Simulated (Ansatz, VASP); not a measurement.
**Two plane-wave programs on PbS**

```
CELL_PARAMETERS angstrom
2.14161 1.23646 3.35924
-2.14161 1.23646 3.35924
0.00000 -2.47291 3.35924
ATOMIC_POSITIONS crystal
Pb 0.98057 0.98057 0.98057
S 0.47504 0.47504 0.47504
```

Alike in both runs: task single point; functional PBEsol; k mesh 12 × 12 × 12; occupations gaussian, width 0.03 eV; no spin polarisation.

|  | VASP | Ansatz |
| --- | --- | --- |
| version | VASP 6.6.1 | Ansatz 0.2.0 |
| potentials or method | VASP PAW PBE potentials, release 64 (Pb_d, S), cutoff 520 eV | scalar-relativistic, plane waves, PAW |
| valence electrons in the cell | 20 | 20 |

|  | VASP | Ansatz | Ansatz less VASP |
| --- | --- | --- | --- |
| gap on the k mesh at the Fermi level (eV) | 0.16 | 0.15 | -0.004 |
| least direct gap on the mesh (eV) | 0.35 | 0.34 | -0.005 |
| pressure (GPa) | -2.1 | -2.1 | +0.05 |
| traceless stress, the component that is largest in VASP (GPa) | 1.05 | 1.05 | -0.001 |
| rms of the force components (eV/Å) | 0.012 | 0.012 | -0.0004 |

VASP's potentials were made for PBE, not for PBEsol. Atom by atom the forces differ by 0.000 eV/Å (rms over components). With one functional, cell and mesh, what is left measures potentials, basis and numerics.

Neither program's run includes spin-orbit coupling.
